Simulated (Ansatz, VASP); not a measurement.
**Two plane-wave programs on Zn**

Contents of INCAR:

```
ALGO = Normal ; EDIFF = 1E-7
ENCUT = 520 ; GGA = PS
ISIF = 2 ; ISMEAR = 0
LASPH = T ; LCHARG = F
LREAL = F ; LWAVE = F
NBANDS = 12 ; NELM = 100
PREC = Accurate ; SIGMA = 0.1
```

Contents of KPOINTS:

```
k-points
0
Gamma
  18 18 18
```

Contents of POSCAR:

```
Zn
1.0
    0.0000000000      2.0590263047      2.0590263047
    2.0590263047      0.0000000000      2.0590263047
    2.0590263047      2.0590263047      0.0000000000
Zn
1
Direct
    0.0000000000      0.0000000000      0.0000000000
```

Input for Ansatz:

```yaml
crystal:
  lattice:
    - [0.0, 2.0590263047, 2.0590263047]
    - [2.0590263047, 0.0, 2.0590263047]
    - [2.0590263047, 2.0590263047, 0.0]
  atoms:
    - { symbol: Zn, position: [0.0, 0.0, 0.0] }
basis:
  ecutwfc: 420
kpoints:
  mp_grid: { grid: [18, 18, 18] }
hamiltonian:
  xc: pbesol
scf:
  occupations: { method: gaussian, width: 0.1 }
output:
  forces: true
  stress: true
  eigenvalues: true
```

Alike in both runs: task single point; functional PBEsol; k mesh 18 × 18 × 18; occupations gaussian, width 0.1 eV; no spin polarisation.

|  | VASP | Ansatz |
| --- | --- | --- |
| version | VASP 6.6.1 | Ansatz 0.2.0 |
| potentials or method | VASP PAW PBE potentials, release 64 (Zn), cutoff 520 eV | scalar-relativistic, plane waves, PAW |
| valence electrons in the cell | 12 | 12 |

|  | VASP | Ansatz | Ansatz less VASP |
| --- | --- | --- | --- |
| gap on the k mesh at the Fermi level (eV) | none | none | - |
| pressure (GPa) | -10.4 | -10.5 | -0.15 |

VASP's potentials were made for PBE, not for PBEsol. A gap of «none» marks a metal or a gap that the smearing closes. The functional is the same, so the differences come from potentials, cutoffs and numerics.
